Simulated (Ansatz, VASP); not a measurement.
## GaN: VASP beside Ansatz

```
Ga N
1.0
     0.00000    2.27558    2.27558
     2.27558    0.00000    2.27558
     2.27558    2.27558    0.00000
Ga N
1 1
Direct
  0.75000 0.75000 0.75000
  0.00000 0.00000 0.00000
```

Alike in both runs: functional PBE; k mesh 6 × 6 × 6; occupations gaussian, width 0.1 eV; no spin polarisation.

Ansatz relaxed the structure, and its values are those at the end. VASP's run is a single point on that final structure, the one shown.

|  | VASP | Ansatz |
| --- | --- | --- |
| version | VASP 6.6.1 | Ansatz 0.2.0 |
| potentials or method | VASP PAW PBE potentials, release 64 (Ga_d, N), cutoff 600 eV | scalar-relativistic, plane waves, PAW |
| valence electrons in the cell | 18 | 18 |

```tsv
	VASP	Ansatz	Ansatz less VASP
gap on the k mesh at the Fermi level (eV)	1.53	1.53	-0.006
least direct gap on the mesh (eV)	1.53	1.53	-0.006
pressure (GPa)	-0.4	-0.4	+0.03
```
